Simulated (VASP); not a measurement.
# TaN (P-6m2) in VASP: settings compared

Aim: see how the results for TaN move with the level of theory and the settings. Levels: LDA, r2SCAN. Tasks: single point.

Program: VASP 6.6.1. These are calculated values, not measurements. Logs are shortened: lines on timing, memory, paths and dates and some standing lists are left out, and cuts for length are marked.

## (1) The cell of the first run

The structure is hexagonal, space group P-6m2 (No. 187). Conventional cell: a = 2.906 Å, b = 2.906 Å, c = 2.852 Å, α = 90.00°, β = 90.00°, γ = 120.00°. Within 3.0 Å of Ta (site symmetry -6m2) lie 6 N at 2.20 Å and 8 Ta at 2.85 to 2.91 Å. N (site symmetry -6m2) has 6 Ta at 2.20 Å and 8 N at 2.85 to 2.91 Å within 3.0 Å.

## (2) Single point, LDA

Contents of INCAR:

```
PREC = Accurate
ENCUT = 520
EDIFF = 1E-6
ISMEAR = -1
SIGMA = 0.02
LREAL = F
LASPH = T
NELM = 80
ALGO = Normal
ISIF = 2
LWAVE = F
LCHARG = F
NBANDS = 15
```

Contents of KPOINTS:

```
Automatic mesh
0
Gamma
  12 12 8
```

Contents of POSCAR:

```
TaN
1.0
    2.9063025317      0.0000000000      0.0000000000
   -1.4531512659      2.5169318235      0.0000000000
    0.0000000000      0.0000000000      2.8521120333
Ta N
1 1
Direct
    0.3333333333      0.6666666667      0.5000000000
    0.0000000000      0.0000000000      0.0000000000
```

Potentials or basis: VASP PAW LDA potentials, release 64 (Ta_pv, N).

Run with:

```console
$ cat potpaw_LDA.64/Ta_pv/POTCAR potpaw_LDA.64/N/POTCAR > POTCAR
$ mpirun -np 1 vasp_std > vasp.out
```

OUTCAR:

```text
PREC = Accurate
   ENCUT = 520
   EDIFF = 1E-6
   ISMEAR = -1
   LREAL = F
   LASPH = T
   NELM = 80
   ISIF = 2

 ion  position               nearest neighbor table
   1  0.333  0.667  0.500-   2 2.20   2 2.20   2 2.20   2 2.20   2 2.20   2 2.20
   2  0.000  0.000  0.000-   1 2.20   1 2.20   1 2.20   1 2.20   1 2.20   1 2.20

  LATTYP: Found a hexagonal cell.
 ALAT       =     2.9063025317
 C/A-ratio  =     0.9813541440

  Lattice vectors:

 A1 = (   2.9063025317,   0.0000000000,   0.0000000000)
 A2 = (  -1.4531512659,   2.5169318235,   0.0000000000)
 A3 = (   0.0000000000,   0.0000000000,   2.8521120333)

Analysis of symmetry for initial positions (statically):
=====================================================================
 Subroutine PRICEL returns:
 Original cell was already a primitive cell.

 Routine SETGRP: Setting up the symmetry group for a
 hexagonal supercell.

 Subroutine GETGRP returns: Found 12 space group operations
 (whereof 12 operations were pure point group operations)
 out of a pool of 24 trial point group operations.

The static configuration has the point symmetry D_3h.

Analysis of symmetry for dynamics (positions and initial velocities):
=====================================================================
 Subroutine PRICEL returns:
 Original cell was already a primitive cell.

 Routine SETGRP: Setting up the symmetry group for a
 hexagonal supercell.

 Subroutine GETGRP returns: Found 12 space group operations
 (whereof 12 operations were pure point group operations)
 out of a pool of 24 trial point group operations.

The dynamic configuration has the point symmetry D_3h.

 Subroutine INISYM returns: Found 12 space group operations
 (whereof 12 operations are pure point group operations),
 and found     1 'primitive' translations

----------------------------------------------------------------------------------------

                                     Primitive cell

  volume of cell :      20.8631

  direct lattice vectors                    reciprocal lattice vectors
     2.906302532  0.000000000  0.000000000     0.344079802  0.198654566  0.000000000
    -1.453151266  2.516931824  0.000000000     0.000000000  0.397309133  0.000000000
     0.000000000  0.000000000  2.852112033     0.000000000  0.000000000  0.350617363

  length of vectors
     2.906302532  2.906302532  2.852112033     0.397309133  0.397309133  0.350617363

  position of ions in fractional coordinates (direct lattice)
     0.333333333  0.666666667  0.500000000
     0.000000000  0.000000000  0.000000000

  ion indices of the primitive-cell ions
   primitive index   ion index
                 1           1
                 2           2

----------------------------------------------------------------------------------------

 KPOINTS: Automatic mesh

Automatic generation of k-mesh.
 Grid dimensions read from file:
 generate k-points for:   12   12    8

 Generating k-lattice:

  Cartesian coordinates                     Fractional coordinates (reciprocal lattice)
     0.028673317  0.016554547  0.000000000     0.083333333  0.000000000  0.000000000
     0.000000000  0.033109094  0.000000000     0.000000000  0.083333333  0.000000000
     0.000000000  0.000000000  0.043827170     0.000000000  0.000000000  0.125000000

  Length of vectors
     0.033109094  0.033109094  0.043827170

  Shift w.r.t. Gamma in fractional coordinates (k-lattice)
     0.000000000  0.000000000  0.000000000

 Subroutine IBZKPT returns following result:
 ===========================================

 Found     95 irreducible k-points:

 Following reciprocal coordinates:
            Coordinates               Weight
  0.000000  0.000000  0.000000      1.000000
  0.083333 -0.000000  0.000000      6.000000
  0.166667 -0.000000  0.000000      6.000000
  0.250000 -0.000000  0.000000      6.000000
  0.333333 -0.000000  0.000000      6.000000
  0.416667 -0.000000  0.000000      6.000000
[... 16 lines left out ...]
  0.250000 -0.000000  0.125000     12.000000
  0.333333 -0.000000  0.125000     12.000000
 [... further k-points ...]
   k-points           NKPTS =     95   k-points in BZ     NKDIM =     95   number of bands    NBANDS=     15
   number of dos      NEDOS =    301   number of ions     NIONS =      2
   total plane-waves  NPLWV =  13824
   dimension x,y,z NGX =    24 NGY =   24 NGZ =   24
   dimension x,y,z NGXF=    48 NGYF=   48 NGZF=   48
   ions per type =               1   1
   NGX,Y,Z   is equivalent  to a cutoff of  13.73, 13.73, 13.99 a.u.
   NGXF,Y,Z  is equivalent  to a cutoff of  27.46, 27.46, 27.98 a.u.
 SYSTEM =  unknown system
   PREC   = accura    normal or accurate (medium, high low for compatibility)
   ISTART =      0    job   : 0-new  1-cont  2-samecut
   ICHARG =      2    charge: 1-file 2-atom 10-const
   ISPIN  =      1    spin polarized calculation?
   LNONCOLLINEAR =      F non collinear calculations
   LSORBIT =      F    spin-orbit coupling
   LASPH  =      T    aspherical Exc in radial PAW
   ENCUT  =  520.0 eV  38.22 Ry    6.18 a.u.   5.40  5.40  5.30*2*pi/ulx,y,z
   NELM   =     80;   NELMIN=  2; NELMDL= -5     # of ELM steps
   EDIFF  = 0.1E-05   stopping-criterion for ELM
   LREAL  =      F    real-space projection
   EDIFFG = 0.1E-04   stopping-criterion for IOM
   NSW    =      0    number of steps for IOM
   IBRION =     -1    ionic relax: 0-MD 1-quasi-New 2-CG
   NFREE  =      0    steps in history (QN), initial steepest desc. (CG)
   ISIF   =      2    stress and relaxation
   ISYM   =      2    0-nonsym 1-usesym 2-fastsym
   POTIM  = 0.5000    time-step for ionic-motion
   TEBEG  =    0.0;   TEEND  =   0.0 temperature during run
   PSTRESS=    0.0 pullay stress
   NELECT =      16.0000    total number of electrons
   NUPDOWN=      -1.0000    fix difference up-down
   EMIN   =  10.00;   EMAX   =-10.00  energy-range for DOS
   EFERMI =   0.00;   METHOD = LEGACY
   ISMEAR =    -1;   SIGMA  =   0.02  broadening in eV -4-tet -1-fermi 0-gaus
   EFERMI_NEDOS =   21; number of points for ismear=-14 and -15
   IALGO  =     38    algorithm
   IMIX   =      4    mixing-type and parameters
     AMIX     =   0.40;   BMIX     =  1.00
     AMIX_MAG =   1.60;   BMIX_MAG =  1.00
  volume/ion in A,a.u.               =      10.43        70.40
  Fermi-wavevector in a.u.,A,eV,Ry     =   1.498495  2.831744 30.551696  2.245486
  Thomas-Fermi vector in A             =   2.610246
   LORBIT       =      0    0 simple, 1 ext, 2 COOP (PROOUT), +10 PAW based schemes
   GGA     = CA    functional components
   LHFCALC =     F    Hartree Fock is set to
   AEXX    =    0.0000 exact exchange contribution
   IVDW    =     0    specifies the selected vdW correction
   LEPSILON=     F    determine dielectric tensor
   LRPA    =     F    only Hartree local field effects (RPA)
 non-spin polarized calculation
  energy-cutoff  :      520.00
  volume of cell :       20.86
 maximum number of plane-waves:       581
 NGX is ok and might be reduce to    24
   NGX = 11   NGY = 11   NGZ = 11

 number of electron      16.0000000 magnetization

 Free energy of the ion-electron system (eV)
  ---------------------------------------------------
  ext. energy  EPLUGINS =         0.00000000
  ---------------------------------------------------
  free energy    TOTEN  =       -24.71740819 eV

  energy without entropy =      -24.71730836  energy(sigma->0) =      -24.71735827

 E-fermi :   8.5016     XC(G=0): -13.7579

 val. band max:        8.4820982213   @ k =   0.0000   0.0000   0.3750
 cond. band min:       8.5868545684   @ k =   0.0833  -0.0000   0.5000
 fundamental gap:      0.1047563471
 Fermi energy:         8.5016078730

 k-point     1 :       0.0000    0.0000    0.0000
  band No.  band energies     occupation
      1     -26.0814      2.00000
      2     -25.7991      2.00000
      3     -25.7991      2.00000
      4      -9.3252      2.00000
      5       3.7698      2.00000
      6       3.7698      2.00000
      7       4.1064      2.00000
      8       5.5482      2.00000
      9      11.0744      0.00000
     10      12.1899      0.00000
     11      12.1899      0.00000
     12      12.5784      0.00000
     13      12.5784      0.00000
     14      20.9607      0.00000
     15      21.8918      0.00000

 k-point     2 :       0.0833   -0.0000    0.0000
  band No.  band energies     occupation
      1     -26.0704      2.00000
      2     -25.8856      2.00000
      3     -25.8173      2.00000
      4      -9.1692      2.00000
      5       3.3342      2.00000
      6       3.8875      2.00000
      7       4.3289      2.00000
      8       5.3254      2.00000
      9      11.5993      0.00000
     10      11.8790      0.00000
     11      12.2112      0.00000
     12      12.5000      0.00000
     13      12.7808      0.00000
     14      20.9620      0.00000
     15      21.8491      0.00000

 k-point     3 :       0.1667   -0.0000    0.0000
  band No.  band energies     occupation
      1     -26.1157      2.00000
      2     -26.0402      2.00000
      3     -25.8669      2.00000
      4      -8.7402      2.00000
      5       2.4386      2.00000
      6       4.2009      2.00000
      7       4.7831      2.00000
      8       4.8063      2.00000
      9      11.1668      0.00000
     10      12.2928      0.00000
     11      12.3203      0.00000
     12      12.8523      0.00000
     13      13.2231      0.00000
     14      20.9652      0.00000
     15      21.7905      0.00000
[... 343 lines left out ...]
 k-point    23 :       0.2500   -0.0000    0.1250
  band No.  band energies     occupation
      1     -26.3980      2.00000
      2     -26.1495      2.00000
      3     -25.9186      2.00000
      4      -7.9394      2.00000
      5       1.5979      2.00000
      6       3.4330      2.00000
      7       4.4653      2.00000
      8       5.8622      2.00000
      9      10.8531      0.00000
     10      10.9686      0.00000
     11      12.9560      0.00000
     12      13.7526      0.00000
     13      15.1863      0.00000
     14      20.9647      0.00000
     15      21.5252      0.00000

 k-point    24 :       0.3333   -0.0000    0.1250
  band No.  band energies     occupation
      1     -26.6789      2.00000
      2     -26.1040      2.00000
      3     -25.9838      2.00000
      4      -7.4131      2.00000
      5       0.7775      2.00000
      6       3.2149      2.00000
      7       4.6391      2.00000
      8       5.8522      2.00000
      9      11.2434      0.00000
     10      11.4400      0.00000
     11      13.1207      0.00000
     12      13.8768      0.00000
     13      16.2055      0.00000
     14      20.9696      0.00000
     15      21.8433      0.00000

 [... further k-points ...]

------------------------ aborting loop because EDIFF is reached ----------------------------------------

  FORCE on cell =-STRESS in cart. coord.  units (eV):
  Direction    XX          YY          ZZ          XY          YZ          ZX
  --------------------------------------------------------------------------------------
  -------------------------------------------------------------------------------------
  Total        0.2535190      0.2535190      0.2829593     -0.0000000      0.0000000     -0.0000000
  in kB       19.4689388     19.4689388     21.7297974     -0.0000000      0.0000000     -0.0000000
  external PRESSURE =      20.2225583 kB  Pullay stress =       0.0000000 kB

 VOLUME and BASIS-vectors are now :
 -----------------------------------------------------------------------------
  energy-cutoff  :      520.00
  volume of cell :       20.86
      direct lattice vectors                 reciprocal lattice vectors
     2.906302532  0.000000000  0.000000000     0.344079802  0.198654566  0.000000000
    -1.453151266  2.516931824  0.000000000     0.000000000  0.397309133  0.000000000
     0.000000000  0.000000000  2.852112033     0.000000000  0.000000000  0.350617363

 POSITION                                       TOTAL-FORCE (eV/Angst)
 -----------------------------------------------------------------------------------
     -0.00000      1.67795      1.42606         0.000000     -0.000000      0.000000
      0.00000      0.00000      0.00000        -0.000000      0.000000      0.000000
 -----------------------------------------------------------------------------------
    total drift:                                0.000000     -0.000000     -0.000000

  FREE ENERGIE OF THE ION-ELECTRON SYSTEM (eV)
  ---------------------------------------------------
  free  energy   TOTEN  =       -24.7174081850 eV

  energy  without entropy=      -24.7173083610  energy(sigma->0) =      -24.71735827
```

It took 8.2 s on 1 thread of Intel Xeon 6975P-C (Granite Rapids), shared host; peak memory 0.15 GiB.

Results:

```
Free energy            : -24.7174 eV
Pressure               : 2.0 GPa
Band gap on the k mesh : zero (bands 8 and 9 overlap by 0.28 eV)
```

Caveat: spin-orbit coupling is left out, which moves the levels of the heavy elements.

[end of part 1 of 2]

The gap in the log of VASP goes by the Fermi energy; the results here count the filled bands.